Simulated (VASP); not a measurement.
Input of a VASP 6.6.1 run:

File INCAR:

```
PREC = Accurate ; ENCUT = 520
EDIFF = 1E-6 ; ISMEAR = -1
SIGMA = 0.05 ; LREAL = F
LASPH = T ; NELM = 80
ALGO = Fast ; ISIF = 2
LWAVE = F ; LCHARG = F
GGA = PS ; NBANDS = 22
```

Contents of KPOINTS:

```
regular mesh
0
Gamma
  8 8 4
```

File POSCAR:

```
Bi
1.0
    3.2190678460      0.0000000000     -0.0739358610
    0.0000000000      3.2347553474      0.0000000000
   -0.2270965832      0.0000000000      6.3867825461
Bi
2
Direct
    0.5554493167      0.0000000000      0.7491035607
    0.4445506833      0.0000000000      0.2508964393
```

Potentials or basis: VASP PAW PBE potentials, release 64 (Bi_d).

Command:

```bash
$ cat potpaw_PBE.64/Bi_d/POTCAR > POTCAR
$ mpirun -np 1 vasp_std > vasp.out
```

Q: Predict the band gap on the k mesh.

A: Zero (bands 15 and 16 overlap by 6.13 eV).

Q: Estimate the pressure.

A: -0.1 GPa.

Forces on the atoms (eV/Å):
```
Bi   0.001  0.000  0.003
Bi  -0.001  0.000 -0.003
```

Caveat: the PAW data sets were made with another functional, which shifts forces and pressure a little; spin-orbit coupling is left out, which moves the levels of the heavy elements.
